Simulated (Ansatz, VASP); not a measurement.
## Pt: VASP beside Ansatz

Contents of POSCAR:

```
Pt
1.0
    2.7739638542      0.0000000000      0.0000000000
   -1.3869819271      2.4023231669      0.0000000000
    0.0000000000      0.0000000000      4.8368335620
Pt
2
Direct
    0.6666666667      0.3333333333      0.7500000000
    0.3333333333      0.6666666667      0.2500000000
```

Contents of INCAR.step1:

```
SYSTEM = Pt
  ALGO = Normal
  EDIFF = 1E-4
  ENCUT = 520
  GGA = PE
  ISMEAR = 0
  LASPH = .True.
  LCHARG = .False.
  LREAL = .False.
  LWAVE = .True.
  NBANDS = 17
  NELM = 60
  PREC = Accurate
  SIGMA = 0.15
```

Contents of INCAR.step2:

```
SYSTEM = Pt
  ALGO = Normal
  EDIFF = 1E-6
  ENCUT = 520
  ISIF = 2
  ISMEAR = 0
  ISTART = 1
  LASPH = .True.
  LCHARG = .False.
  LMIXTAU = .True.
  LREAL = .False.
  LWAVE = .False.
  METAGGA = R2SCAN
  NBANDS = 17
  NELM = 60
  PREC = Accurate
  SIGMA = 0.15
```

Contents of KPOINTS:

```
k-points
0
Gamma
  24 24 12
  0 0 0
```

Input for Ansatz:

```yaml
crystal:
  lattice:
    - [2.7739638542, 0.0, 0.0]
    - [-1.3869819271, 2.4023231669, 0.0]
    - [0.0, 0.0, 4.836833562]
  atoms:
    - { symbol: Pt, position: [0.6666666667, 0.3333333333, 0.75] }
    - { symbol: Pt, position: [0.3333333333, 0.6666666667, 0.25] }
basis:
  ecutwfc: 500
kpoints:
  mp_grid: { grid: [24, 24, 12] }
hamiltonian:
  xc: r2scan
scf:
  occupations: { method: gaussian, width: 0.15 }
output:
  forces: true
  stress: true
  eigenvalues: true
```

Change from the starting cell: strain +0.015 along x and y, +0.015 along z, atoms carried along.

Alike in both runs: task single point; functional r2SCAN; k mesh 24 × 24 × 12; occupations gaussian, width 0.15 eV; no spin polarisation.

|  | VASP | Ansatz |
| --- | --- | --- |
| version | VASP 6.6.1 | Ansatz 0.2.0 |
| potentials or method | VASP PAW PBE potentials, release 64 (Pt), cutoff 520 eV | scalar-relativistic, plane waves, PAW |
| valence electrons in the cell | 20 | 36 |

|  | VASP | Ansatz | Ansatz less VASP |
| --- | --- | --- | --- |
| gap on the k mesh at the Fermi level (eV) | none | none | - |
| pressure (GPa) | -10.0 | -10.4 | -0.48 |
| traceless stress, the component that is largest in VASP (GPa) | 0.51 | 0.74 | +0.223 |

VASP's potentials were made for PBE, not for r2SCAN. A gap of «none» marks a metal or a gap that the smearing closes. The functional is the same, so the differences come from potentials, cutoffs and numerics. VASP's potentials hold 20 valence electrons a cell and Ansatz's 36, so a difference there can come from the potentials and not from the codes.

Spin-orbit coupling is off throughout.
